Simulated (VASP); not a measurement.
A run of VASP 6.6.1:

Contents of INCAR:

```
SYSTEM = Sb
ALGO = Normal
EDIFF = 1E-6
ENCUT = 520
GGA = PS
ISIF = 2
ISMEAR = 0
LASPH = .True.
LCHARG = .False.
LREAL = .False.
LWAVE = .False.
NBANDS = 8
NELM = 80
PREC = Accurate
SIGMA = 0.1
```

KPOINTS

```
k-points
0
Gamma
  16 16 16
  0 0 0
```

POSCAR

```
Sb
1.0
   -1.4933146268      1.4933146268      2.6406144506
    1.4933146268     -1.4933146268      2.6406144506
    1.5563762342      1.5563762342     -2.6406144506
Sb
1
Direct
    0.0000000000      0.0000000000      0.0000000000
```

Potentials or basis: VASP PAW PBE potentials, release 64 (Sb).

The run is started by

```sh
$ cat potpaw_PBE.64/Sb/POTCAR > POTCAR
$ mpirun -np 1 vasp_std > vasp.out
```

Hardware: 1 thread of AMD EPYC 7R43 64-Core Processor (Zen 3) (shared host).

Question: Estimate the wall time of this run.

Answer: Wall time 2.6 min on 1 thread of AMD EPYC 7R43 64-Core Processor (Zen 3), on a shared host, peak memory 0.22 GiB. Counts: scf iterations 9, k points 621.
